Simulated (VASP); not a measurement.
Crystal: MgO (dscan).

```
Mg O
1.0
     0.00000    2.12450    2.12450
     2.12450    0.00000    2.12450
     2.12450    2.12450    0.00000
Mg O
1 1
Direct
  0.00000 0.00000 0.00000
  0.50000 0.50000 0.50000
```

- Program: VASP 6.6.1
- Task: relaxation of cell and atoms
- Functional: r2SCAN
- Potentials or basis: VASP PAW PBE potentials, release 64 (Mg, O)
- Cutoff: 600 eV
- k mesh: 8 × 8 × 8
- Occupations: gaussian, width 0.02 eV
- Spin: no spin polarisation

At the start: pressure -6.3 GPa; volume 9.59 Å³/atom.

Where does the relaxation end?

Over 3 steps the energy falls by 7.6 meV/atom and the volume is 9.21 Å³/atom (-3.9 %); space group Fm-3m (No. 225, to 0.05 Å).

The path:
```tsv
step	energy change (eV)	largest force (eV/Å)	pressure (GPa)	volume (Å³)
1	0.0000	0.0000	-6.28	19.18
2	-0.0131	0.0000	2.63	18.15
3	-0.0153	0.0000	0.02	18.43
```

Final structure:
```cif
data_structure
_symmetry_space_group_name_H-M 'P 1'
_symmetry_Int_Tables_number 1
_cell_length_a 2.9647
_cell_length_b 2.9647
_cell_length_c 2.9647
_cell_angle_alpha 60.000
_cell_angle_beta 60.000
_cell_angle_gamma 60.000
_cell_volume 18.43
loop_
_atom_site_label
_atom_site_type_symbol
_atom_site_fract_x
_atom_site_fract_y
_atom_site_fract_z
_atom_site_occupancy
Mg1 Mg 0.00000 0.00000 0.00000 1
O1 O 0.50000 0.50000 0.50000 1
```

Caveat: the PAW data sets were made with another functional, which shifts forces and pressure a little.
